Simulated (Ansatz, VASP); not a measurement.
## Ta: VASP beside Ansatz

```
CELL_PARAMETERS angstrom
-1.65336 1.65336 1.65336
1.65336 -1.65336 1.65336
1.65336 1.65336 -1.65336
ATOMIC_POSITIONS crystal
Ta 0.00000 0.00000 0.00000
```

Alike in both runs: task single point; functional r2SCAN; k mesh 13 × 13 × 13; occupations methfessel-paxton of order 1, width 0.3 eV; no spin polarisation.

```csv
,VASP,Ansatz
version,VASP 6.6.1,Ansatz 0.2.0
potentials or method,"VASP PAW PBE potentials, release 64 (Ta_pv), cutoff 520 eV","plane waves (500 eV) with PAW, scalar-relativistic"
valence electrons in the cell,11,13
```

```csv
,VASP,Ansatz,Ansatz less VASP
pressure (GPa),0.6,-0.1,-0.64
```

VASP's potentials were made for PBE, not for r2SCAN. With one functional, cell and mesh, what is left measures potentials, basis and numerics. VASP's potentials hold 11 valence electrons a cell and Ansatz's 13, so a difference there can come from the potentials and not from the codes.

Spin-orbit coupling is off throughout.
